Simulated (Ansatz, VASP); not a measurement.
## AgCl: VASP beside Ansatz

```
CELL_PARAMETERS angstrom
3.53699 0.00000 0.00000
0.00000 3.53699 0.00000
0.00000 0.00000 3.43397
ATOMIC_POSITIONS crystal
Ag 0.00000 0.00000 0.00000
Cl 0.50000 0.50000 0.50000
```

Change from the starting cell: equal xx and yy strain of +3 %.

Alike in both runs: task single point; functional PBEsol; k mesh 9 × 9 × 9; occupations fermi-dirac, width 0.01 eV; no spin polarisation.

|  | VASP | Ansatz |
| --- | --- | --- |
| version | VASP 6.6.1 | Ansatz 0.2.0 |
| potentials or method | VASP PAW PBE potentials, release 64 (Ag, Cl), cutoff 520 eV | all-electron LAPW, scalar-relativistic |

|  | VASP | Ansatz | Ansatz less VASP |
| --- | --- | --- | --- |
| gap on the k mesh at the Fermi level (eV) | 0.39 | 0.39 | +0.002 |
| pressure (GPa) | -6.5 | -6.4 | +0.09 |
| traceless stress, the component that is largest in VASP (GPa) | 0.86 | 0.86 | -0.002 |

VASP's potentials were made for PBE, not for PBEsol. Ansatz ran all-electron here, and VASP with PAW potentials.
